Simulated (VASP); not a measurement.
TaN (l.f): relaxation of cell and atoms with LDA

Crystal: TaN (l.f).

```xyz
2
Lattice="0.0000 2.1748 2.1748 2.1748 0.0000 2.1748 2.1748 2.1748 0.0000" Properties=species:S:1:pos:R:3 pbc="T T T"
Ta    0.0000    0.0000    0.0000
N     2.1748    2.1748    2.1748
```

| Item | Value |
| --- | --- |
| Program | VASP 6.6.1 |
| Task | relaxation of cell and atoms |
| Functional | LDA |
| Potentials or basis | VASP PAW LDA potentials, release 64 (Ta_pv, N) |
| Cutoff | 600 eV |
| k mesh | 16 × 16 × 16 |
| Occupations | gaussian, width 0.1 eV |
| Spin | no spin polarisation |
| Dipole correction | no |
| Further INCAR settings | ALGO = Normal; EDIFF = 1e-07; IBRION = 2; EDIFFG = -0.002; NSW = 100; ISIF = 3 |

```yaml
Relaxed_volume: 10.33 Å³/atom
Relaxed_cell: a = 3.080 Å, b = 3.080 Å, c = 3.080 Å, α = 60.00°, β = 60.00°, γ = 60.00°
Space_group_after_relaxing_to_0.05_Å: Fm-3m (No. 225)
Energy_gained_by_relaxing: 0.3 meV/atom
Ionic_steps: 3
Pressure_after_relaxing: 0.0 GPa
Band_gap_on_the_k_mesh: zero (band 8 reaches 11.70 eV, above the bottom of band 9 at 7.52 eV)
```

Step by step:
```csv
step,energy change (eV),largest force (eV/Å),pressure (GPa),volume (Å³)
1,0.0000,0.0000,1.73,20.57
2,0.0026,0.0000,-4.20,20.90
3,-0.0005,0.0000,0.00,20.67
```

Final structure:
```yaml
crystal:
  lattice:
    - [0.00000, 2.17811, 2.17811]
    - [2.17811, 0.00000, 2.17811]
    - [2.17811, 2.17811, 0.00000]
  atoms:
    - { symbol: Ta, position: [0.00000, 0.00000, 0.00000] }
    - { symbol: N, position: [0.50000, 0.50000, 0.50000] }
```

Levels at points of the mesh, in eV from the Fermi level:
| k point | band 4 | band 5 | band 6 | band 7 | band 8 | band 9 | band 10 | band 11 | band 12 |
| --- | --- | --- | --- | --- | --- | --- | --- | --- | --- |
| (0.00, 0.00, 0.00) | -18.83 | -3.84 | -3.84 | -3.84 | -2.20 | -2.20 | -2.20 | 0.01 | 0.01 |
| (0.50, 0.00, 0.00) | -15.54 | -10.56 | -7.77 | -7.77 | 1.98 | 1.98 | 2.10 | 4.06 | 7.82 |
| (0.50, 0.50, 0.00) | -17.56 | -6.58 | -5.66 | -4.62 | -4.62 | 2.15 | 3.70 | 3.70 | 4.94 |

Wall time 43 s on 1 thread of Intel(R) Xeon(R) 6975P-C (Granite Rapids) (shared host), peak memory 0.19 GiB.

Caveat: spin-orbit coupling is left out, which moves the levels of the heavy elements.
